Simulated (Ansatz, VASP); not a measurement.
One calculation of SiC, two programs

File INCAR:

```
PREC     = Accurate       # precision mode
ENCUT    = 600            # plane-wave cutoff, eV
EDIFF    = 1E-7           # SCF threshold, eV
ISMEAR   = 0              # smearing method
SIGMA    = 0.02           # smearing width, eV
LREAL    = False          # projectors in reciprocal space
LASPH    = True           # aspherical terms in the spheres
NELM     = 120            # most SCF steps
ALGO     = Normal         # electronic algorithm
ISIF     = 3              # what is computed and relaxed
LWAVE    = False          # write WAVECAR
LCHARG   = False          # write CHGCAR
GGA      = PE             # functional
IBRION   = 2              # ionic algorithm
NSW      = 100            # ionic steps
EDIFFG   = -0.002         # ionic threshold
GGA_COMPAT= False        
NELMIN   = 4
```

File KPOINTS:

```
Automatic mesh
0
Gamma
  10 10 10
```

File POSCAR:

```
SiC
1.0
    0.0000000000      2.1800000000      2.1800000000
    2.1800000000      0.0000000000      2.1800000000
    2.1800000000      2.1800000000      0.0000000000
Si C
1 1
Direct
    0.0000000000      0.0000000000      0.0000000000
    0.2500000000      0.2500000000      0.2500000000
```

Input for Ansatz:

```yaml
crystal:
  lattice:
    - [0.0, 2.18, 2.18]
    - [2.18, 0.0, 2.18]
    - [2.18, 2.18, 0.0]
  atoms:
    - { symbol: Si, position: [0.0, 0.0, 0.0] }
    - { symbol: C, position: [0.25, 0.25, 0.25] }
basis:
  ecutwfc: 420
kpoints:
  mp_grid: { grid: [10, 10, 10] }
hamiltonian:
  xc: pbe
  pseudopotentials: { kind: paw, azcp: { folder: soft_1 } }
scf:
  occupations: { method: gaussian, width: 0.02 }
output:
  forces: true
  stress: true
  eigenvalues: true
  write_density: true
  write_potential: true
  elf: true
  volumetric_format: npy
relax:
  adjacent_minimum: "off"
  f_tol: 0.002
  max_steps: 80
  cell: { stress_tol: 0.02 }
```

Alike in both runs: task relaxation of cell and atoms; functional PBE; k mesh 10 × 10 × 10; occupations gaussian, width 0.02 eV; no spin polarisation.

|  | VASP | Ansatz |
| --- | --- | --- |
| version | VASP 6.6.1 | Ansatz 0.2.0 |
| potentials or method | VASP PAW PBE potentials, release 64 (Si, C), cutoff 600 eV | scalar-relativistic, plane waves, PAW |
| valence electrons in the cell | 8 | 8 |

VASP gave:

* gap on the k mesh at the Fermi level, each at its own relaxed structure (eV): 1.37
* relaxed volume (Å³/atom): 10.49
* relaxed cell length with the largest relative difference (Å): 3.096

Problem. Estimate Ansatz's values.

Solution. gap on the k mesh at the Fermi level, each at its own relaxed structure (eV): 1.37; relaxed volume (Å³/atom): 10.50; relaxed cell length with the largest relative difference (Å): 3.097.
